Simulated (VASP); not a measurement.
A run of VASP 6.6.1:

Contents of POSCAR:

```
Cl
1.0
    3.1252371057     -1.9100945481      0.0000000000
    3.1252371057      1.9100945481      0.0000000000
    0.0000000000      0.0000000000      8.1465598679
Cl
4
Direct
    0.8740026172      0.1259973828      0.6088703626
    0.1259973828      0.8740026172      0.3911296374
    0.6259973828      0.3740026172      0.1088703626
    0.3740026172      0.6259973828      0.8911296374
```

The input INCAR.step1:

```
SYSTEM = Cl
  PREC = Accurate
  ENCUT = 520
  ISMEAR = 0
  SIGMA = 0.01
  LREAL = .False.
  LASPH = .True.
  NELM = 100
  NBANDS = 22
  GGA = PE
  ALGO = Normal
  EDIFF = 1E-4
  LWAVE = .True.
  LCHARG = .False.
```

INCAR.step2

```
SYSTEM = Cl
  PREC = Accurate
  ENCUT = 520
  EDIFF = 1E-6
  ISMEAR = 0
  SIGMA = 0.01
  LREAL = .False.
  LASPH = .True.
  NELM = 100
  ALGO = Normal
  ISIF = 2
  LWAVE = .False.
  LCHARG = .True.
  METAGGA = R2SCAN
  LMIXTAU = .True.
  LELF = .True.
  LVHAR = .True.
  NBANDS = 22
  ISTART = 1
```

File KPOINTS:

```
Automatic mesh
0
Gamma
  8 8 4
  0 0 0
```

Potentials or basis: VASP PAW PBE potentials, release 64 (Cl).

Command:

```console
$ cat potpaw_PBE.64/Cl/POTCAR > POTCAR
$ cp INCAR.step1 INCAR
$ mpirun -np 1 vasp_std > vasp.out
$ cp INCAR.step2 INCAR
$ mpirun -np 1 vasp_std > vasp.out
```

Hardware: 1 thread of Intel(R) Xeon(R) 6975P-C (Granite Rapids), on a shared host.

Q: How long does it take, and how much memory?

A: Run time: 3.4 min on 1 thread of Intel(R) Xeon(R) 6975P-C (Granite Rapids), with other jobs on the host, peak memory 0.27 GiB. Counts: k points 63.
